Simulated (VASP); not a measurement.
Si5C, 6 atoms in the cell. The structure is hexagonal, space group P-6m2 (No. 187). The conventional cell has a = 2.771 Å, b = 2.771 Å, c = 12.060 Å, α = 90.00°, β = 90.00°, γ = 120.00°. Within 2.7 Å of Si (site symmetry 3m) lie 3 C at 2.01 Å and 1 Si at 2.42 Å. Within 3.7 Å of Si (site symmetry -6m2) lie 12 Si at 2.77 to 2.81 Å. Within 3.7 Å of Si (site symmetry 3m) lie 12 Si at 2.77 to 2.98 Å. Within 2.7 Å of C (site symmetry -6m2) lie 6 Si at 2.01 Å. 

- Program: VASP 6.6.1
- Task: relaxation of cell and atoms
- Functional: PBE
- Potentials or basis: VASP PAW PBE potentials, release 64 (Si, C)
- Cutoff: 600 eV
- k mesh: 18 × 18 × 4
- Occupations: gaussian, width 0.1 eV
- Spin: no spin polarisation
- Dipole correction: no
- Further INCAR settings: ALGO = Normal; EDIFF = 1e-06; IBRION = 2; EDIFFG = -0.01; NSW = 100; ISIF = 3

Potentials or basis: VASP PAW PBE potentials, release 64 (Si, C).

Run with:

```bash
$ cat potpaw_PBE.64/Si/POTCAR potpaw_PBE.64/C/POTCAR > POTCAR
$ mpirun -np 1 vasp_std > vasp.out
```

Hardware: 1 thread of Intel(R) Xeon(R) Platinum 8488C (Sapphire Rapids), with other jobs on the host.

**Question.** Estimate the wall time of this run.

**Answer.** Wall time 29 min on 1 thread of Intel(R) Xeon(R) Platinum 8488C (Sapphire Rapids), on a shared host, peak memory 0.33 GiB. Counts: scf iterations 167, k points 111, ion steps 28.
